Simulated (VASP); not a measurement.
# KF (R-3m) in VASP: a series of runs

Runs on KF. Level: LDA. Tasks: single point.

All numbers are computed with VASP 6.6.1; they aren't measurements. Logs are shortened: lines on timing, memory, paths and dates and some standing lists are left out, and cuts for length are marked.

### 1 The cell of the first run

The structure is trigonal, space group R-3m (No. 166). The conventional cell has a = 3.726 Å, b = 3.726 Å, c = 9.275 Å, α = 90.00°, β = 90.00°, γ = 120.00°. Within 3.5 Å of K (site symmetry -3m) lie 6 F at 2.65 Å. F (site symmetry -3m) has 6 K at 2.65 Å within 3.5 Å.

### 2 Single point, LDA

INCAR

```
  PREC = Accurate
  ENCUT = 520
  EDIFF = 1E-7
  ISMEAR = 0
  SIGMA = 0.05
  LREAL = False
  LASPH = True
  NELM = 80
  ALGO = Normal
  ISIF = 2
  LWAVE = False
  LCHARG = True
  GGA = CA
  LELF = True
  LVHAR = True
  NBANDS = 15
```

KPOINTS

```
Automatic mesh
0
Gamma
  8 8 8
```

POSCAR

```
KF
1.0
    0.0284545386      2.6631340345      2.6631340345
    2.6631340345      0.0284545386      2.6631340345
    2.6631340345      2.6631340345      0.0284545386
K F
1 1
Direct
    0.0000000000      0.0000000000      0.0000000000
    0.5000000000      0.5000000000      0.5000000000
```

Potentials or basis: VASP PAW LDA potentials, release 64 (K_sv, F).

On the command line:

```console
$ cat potpaw_LDA.64/K_sv/POTCAR potpaw_LDA.64/F/POTCAR > POTCAR
$ mpirun -np 1 vasp_std > vasp.out
```

OUTCAR:

```text
PREC = Accurate
   ENCUT = 520
   EDIFF = 1E-7
   ISMEAR = 0
   LREAL = False
   LASPH = True
   NELM = 80
   ISIF = 2
   GGA = CA

 ion  position               nearest neighbor table
   1  0.000  0.000  0.000-   2 2.65   2 2.65   2 2.65   2 2.65   2 2.65   2 2.65
   2  0.500  0.500  0.500-   1 2.65   1 2.65   1 2.65   1 2.65   1 2.65   1 2.65

  LATTYP: Found a trigonal (rhomboedric) cell.
 ALAT       =     3.7663477577
 COS(alpha) =     0.5106554578

  Lattice vectors:

 A1 = (   0.0284545386,   2.6631340345,   2.6631340345)
 A2 = (   2.6631340345,   0.0284545386,   2.6631340345)
 A3 = (   2.6631340345,   2.6631340345,   0.0284545386)

Analysis of symmetry for initial positions (statically):
=====================================================================
 Subroutine PRICEL returns:
 Original cell was already a primitive cell.

 Routine SETGRP: Setting up the symmetry group for a
 trigonal (rhombohedral) supercell.

 Subroutine GETGRP returns: Found 12 space group operations
 (whereof 12 operations were pure point group operations)
 out of a pool of 12 trial point group operations.

The static configuration has the point symmetry D_3d.

Analysis of symmetry for dynamics (positions and initial velocities):
=====================================================================
 Subroutine PRICEL returns:
 Original cell was already a primitive cell.

 Routine SETGRP: Setting up the symmetry group for a
 trigonal (rhombohedral) supercell.

 Subroutine GETGRP returns: Found 12 space group operations
 (whereof 12 operations were pure point group operations)
 out of a pool of 12 trial point group operations.

The dynamic configuration has the point symmetry D_3d.

 Subroutine INISYM returns: Found 12 space group operations
 (whereof 12 operations are pure point group operations),
 and found     1 'primitive' translations

----------------------------------------------------------------------------------------

                                     Primitive cell

  volume of cell :      37.1700

  direct lattice vectors                    reciprocal lattice vectors
     0.028454539  2.663134035  2.663134035    -0.190784859  0.188767948  0.188767948
     2.663134035  0.028454539  2.663134035     0.188767948 -0.190784859  0.188767948
     2.663134035  2.663134035  0.028454539     0.188767948  0.188767948 -0.190784859

  length of vectors
[... 91 lines left out ...]
   TEBEG  =    0.0;   TEEND  =   0.0 temperature during run
   PSTRESS=    0.0 pullay stress
   NELECT =      16.0000    total number of electrons
   NUPDOWN=      -1.0000    fix difference up-down
   EMIN   =  10.00;   EMAX   =-10.00  energy-range for DOS
   EFERMI =   0.00;   METHOD = LEGACY
   ISMEAR =     0;   SIGMA  =   0.05  broadening in eV -4-tet -1-fermi 0-gaus
   EFERMI_NEDOS =   21; number of points for ismear=-14 and -15
   IALGO  =     38    algorithm
   IMIX   =      4    mixing-type and parameters
     AMIX     =   0.40;   BMIX     =  1.00
     AMIX_MAG =   1.60;   BMIX_MAG =  1.00
  volume/ion in A,a.u.               =      18.58       125.42
  Fermi-wavevector in a.u.,A,eV,Ry     =   1.236092  2.335874 20.788645  1.527922
  Thomas-Fermi vector in A             =   2.370714
   LORBIT       =      0    0 simple, 1 ext, 2 COOP (PROOUT), +10 PAW based schemes
   GGA     = CA    functional components
   LHFCALC =     F    Hartree Fock is set to
   AEXX    =    0.0000 exact exchange contribution
   IVDW    =     0    specifies the selected vdW correction
   LEPSILON=     F    determine dielectric tensor
   LRPA    =     F    only Hartree local field effects (RPA)
 non-spin polarized calculation
 Gauss-broadening in eV      SIGMA  =   0.05
  energy-cutoff  :      520.00
  volume of cell :       37.17
 maximum number of plane-waves:      1012
   NGX = 13   NGY = 13   NGZ = 13

 number of electron      16.0000013 magnetization

 Free energy of the ion-electron system (eV)
  ---------------------------------------------------
  ext. energy  EPLUGINS =         0.00000000
  ---------------------------------------------------
  free energy    TOTEN  =        -9.05107564 eV

  energy without entropy =       -9.05107564  energy(sigma->0) =       -9.05107564

 E-fermi :  -2.9450     XC(G=0):  -9.2440

 val. band max:       -3.1543700404   @ k =   0.0000   0.0000   0.0000
 cond. band min:       2.7631404520   @ k =   0.0000   0.0000   0.0000
 fundamental gap:      5.9175104924
 Fermi energy:        -2.9450454014

 k-point     1 :       0.0000    0.0000    0.0000
  band No.  band energies     occupation
      1     -28.7256      2.00000
      2     -21.3902      2.00000
      3     -12.1835      2.00000
      4     -12.1731      2.00000
      5     -12.1731      2.00000
      6      -3.1705      2.00000
      7      -3.1544      2.00000
      8      -3.1544      2.00000
      9       2.7631      0.00000
     10       7.3072      0.00000
     11       7.4785      0.00000
     12       7.4785      0.00000
     13       9.1936      0.00000
     14       9.1936      0.00000
[... 401 lines left out ...]
      2     -21.4625      2.00000
      3     -12.3829      2.00000
      4     -12.2895      2.00000
      5     -12.1867      2.00000
      6      -3.7825      2.00000
      7      -3.4620      2.00000
      8      -3.3086      2.00000
      9       4.9518      0.00000
     10       6.5385      0.00000
     11       8.5179      0.00000
     12       8.5472      0.00000
     13      10.0328      0.00000
     14      10.3753      0.00000
     15      15.0042      0.00000

 [... further k-points ...]

------------------------ aborting loop because EDIFF is reached ----------------------------------------

  FORCE on cell =-STRESS in cart. coord.  units (eV):
  Direction    XX          YY          ZZ          XY          YZ          ZX
  --------------------------------------------------------------------------------------
  -------------------------------------------------------------------------------------
  Total       -0.6217488     -0.6217488     -0.6217488     -0.0380073     -0.0380073     -0.0380073
  in kB      -26.7998893    -26.7998893    -26.7998893     -1.6382682     -1.6382682     -1.6382682
  external PRESSURE =     -26.7998893 kB  Pullay stress =       0.0000000 kB

 VOLUME and BASIS-vectors are now :
 -----------------------------------------------------------------------------
  energy-cutoff  :      520.00
  volume of cell :       37.17
      direct lattice vectors                 reciprocal lattice vectors
     0.028454539  2.663134035  2.663134035    -0.190784859  0.188767948  0.188767948
     2.663134035  0.028454539  2.663134035     0.188767948 -0.190784859  0.188767948
     2.663134035  2.663134035  0.028454539     0.188767948  0.188767948 -0.190784859

 POSITION                                       TOTAL-FORCE (eV/Angst)
 -----------------------------------------------------------------------------------
      0.00000      0.00000      0.00000        -0.000000      0.000000      0.000000
      2.67736      2.67736      2.67736         0.000000     -0.000000     -0.000000
 -----------------------------------------------------------------------------------
    total drift:                                0.000000      0.000000      0.000000

  FREE ENERGIE OF THE ION-ELECTRON SYSTEM (eV)
  ---------------------------------------------------
  free  energy   TOTEN  =        -9.0510756400 eV

  energy  without entropy=       -9.0510756400  energy(sigma->0) =       -9.05107564
```

stdout:

```text
POSCAR found type information on POSCAR K F
 POSCAR found :  2 types and       2 ions
 scaLAPACK will be used
 LDA part: xc-table for (Slater(with rela. corr.)+CA(PZ))
 , standard interpolation
 POSCAR, INCAR and KPOINTS ok, starting setup
 FFT: planning ... GRIDC
 FFT: planning ... GRID_SOFT
 FFT: planning ... GRID
 WAVECAR not read
 entering main loop
```

Run time: 35 s. Hardware: 1 thread of AMD EPYC 7R13 (Zen 3), shared host; peak memory 0.13 GiB.

Results:

```yaml
Free_energy: -9.0511 eV
Pressure: -2.7 GPa
Band_gap_on_the_k_mesh: 5.92 eV, direct
```

Stress tensor (GPa, compression positive):
```
-2.68 -0.16 -0.16
-0.16 -2.68 -0.16
-0.16 -0.16 -2.68
```

Levels at points of the mesh, in eV from the valence-band top:
```csv
k point,band 5,band 6,band 7,band 8,band 9,band 10,band 11,band 12
"(0.00, 0.00, 0.00)",-9.02,-0.02,0.00,0.00,5.92,10.46,10.63,10.63
"(0.50, 0.00, 0.00)",-9.06,-0.88,-0.41,-0.39,8.89,10.42,12.01,12.17
"(0.50, 0.50, 0.00)",-9.26,-0.20,-0.06,-0.05,7.91,10.25,11.59,13.71
"(0.50, 0.50, 0.50)",-9.05,-0.88,-0.37,-0.37,8.84,10.35,12.06,12.06
```

### 3 Single point, LDA

INCAR

```
PREC     = Accurate       # precision mode
ENCUT    = 520            # plane-wave cutoff, eV
EDIFF    = 1E-6           # SCF threshold, eV
ISMEAR   = 0              # smearing method
SIGMA    = 0.05           # smearing width, eV
LREAL    = F              # projectors in reciprocal space
LASPH    = T              # aspherical terms in the spheres
NELM     = 80             # most SCF steps
ALGO     = Normal         # electronic algorithm
ISIF     = 2              # what is computed and relaxed
LWAVE    = F              # write WAVECAR
LCHARG   = T              # write CHGCAR
LELF     = T              # ELF
LVHAR    = T            
NBANDS   = 15             # bands
```

KPOINTS

```
regular mesh
0
Gamma
  8 8 8
```

POSCAR

```
KF
1.0
    0.0856728651      2.6923523313      2.6923523313
    2.6923523313      0.0856728651      2.6923523313
    2.6923523313      2.6923523313      0.0856728651
K F
1 1
Direct
    0.0000000000      0.0000000000      0.0000000000
    0.5000000000      0.5000000000      0.5000000000
```

Potentials or basis: VASP PAW LDA potentials, release 64 (K_sv, F).

On the command line:

```console
$ cat potpaw_LDA.64/K_sv/POTCAR potpaw_LDA.64/F/POTCAR > POTCAR
$ mpirun -np 1 vasp_std > vasp.out
```

Wall time 26 s (1 thread of AMD EPYC 7R13 (Zen 3), shared host); peak memory 0.13 GiB.

Results (log left out):

| Item | Value |
| --- | --- |
| Free energy | -9.0461 eV |
| Pressure | -2.7 GPa |
| Band gap on the k mesh | 5.90 eV, direct |

Stress tensor (GPa, compression positive):
```
-2.71 -0.52 -0.52
-0.52 -2.71 -0.52
-0.52 -0.52 -2.71
```

Levels at points of the mesh, in eV from the valence-band top:
```tsv
k point	band 5	band 6	band 7	band 8	band 9	band 10	band 11	band 12
(0.00, 0.00, 0.00)	-9.04	-0.05	0.00	0.00	5.90	10.23	10.72	10.72
(0.50, 0.00, 0.00)	-9.09	-0.90	-0.47	-0.38	8.89	10.43	11.86	12.31
(0.50, 0.50, 0.00)	-9.27	-0.22	-0.09	-0.05	7.89	10.22	11.58	13.66
(0.50, 0.50, 0.50)	-9.06	-0.90	-0.34	-0.34	8.73	10.25	12.00	12.00
```

### 4 Single point, LDA

This run uses another cell than the first one, of 18.31 Å³/atom, 0.985 times its volume.

INCAR

```
ALGO = Normal
EDIFF = 1E-7
ENCUT = 520
ISIF = 2
ISMEAR = 0
LASPH = T
LCHARG = F
LREAL = F
LWAVE = F
NBANDS = 15
NELM = 100
PREC = Accurate
SIGMA = 0.05
```

KPOINTS

```
k-points
0
Gamma
  8 8 8
```

POSCAR

```
KF
1.0
    0.0852466480      2.6789580464      2.6789580464
    2.6789580464      0.0852466480      2.6789580464
    2.6789580464      2.6789580464      0.0852466480
K F
1 1
Direct
    0.0000000000      0.0000000000      0.0000000000
    0.5000000000      0.5000000000      0.5000000000
```

On the command line:

```console
$ cat potpaw_LDA.64/K_sv/POTCAR potpaw_LDA.64/F/POTCAR > POTCAR
$ mpirun -np 1 vasp_std > vasp.out
```

Run time: 33 s. Hardware: 1 thread of AMD EPYC 7R13 (Zen 3), shared host; peak memory 0.13 GiB.

The run converged. Its results:

| Property | Result |
| --- | --- |
| Free energy | -9.0540 eV |
| Pressure | -2.2 GPa |
| Band gap on the k mesh | 5.97 eV, direct |

Stress tensor (GPa, compression positive):
```
-2.25 -0.51 -0.51
-0.51 -2.25 -0.51
-0.51 -0.51 -2.25
```

Levels at points of the mesh, in eV from the valence-band top:
| k point | band 4 | band 5 | band 6 | band 7 | band 8 | band 9 | band 10 | band 11 | band 12 | band 13 |
| --- | --- | --- | --- | --- | --- | --- | --- | --- | --- | --- |
| (0.00, 0.00, 0.00) | -8.98 | -8.98 | -0.05 | 0.00 | 0.00 | 5.97 | 10.26 | 10.76 | 10.76 | 12.41 |
| (0.50, 0.00, 0.00) | -9.05 | -9.04 | -0.92 | -0.48 | -0.40 | 8.95 | 10.54 | 11.92 | 12.39 | 14.45 |
| (0.50, 0.50, 0.00) | -9.27 | -9.23 | -0.21 | -0.08 | -0.05 | 7.90 | 10.30 | 11.70 | 13.74 | 14.46 |
| (0.50, 0.50, 0.50) | -9.01 | -9.01 | -0.91 | -0.35 | -0.35 | 8.79 | 10.36 | 12.06 | 12.06 | 14.52 |

### 5 Overview

| cell | gap on the mesh (eV) | pressure (GPa) |
| --- | --- | --- |
| a = 3.766 Å, angles 59.3°, 2 atoms | 5.92 | -2.7 |
| a = 3.809 Å, angles 57.9°, 2 atoms | 5.90 | -2.7 |
| a = 3.790 Å, angles 57.9°, 2 atoms | 5.97 | -2.2 |

Alike in all rows: task single point; level LDA; potentials or basis VASP PAW LDA potentials, release 64 (K_sv, F); no spin polarisation; k mesh 8 × 8 × 8; cutoff (eV) 520; smearing gaussian 0.05 eV.

Total energies depend on the potentials used, so only differences within one code and one set of settings carry meaning.
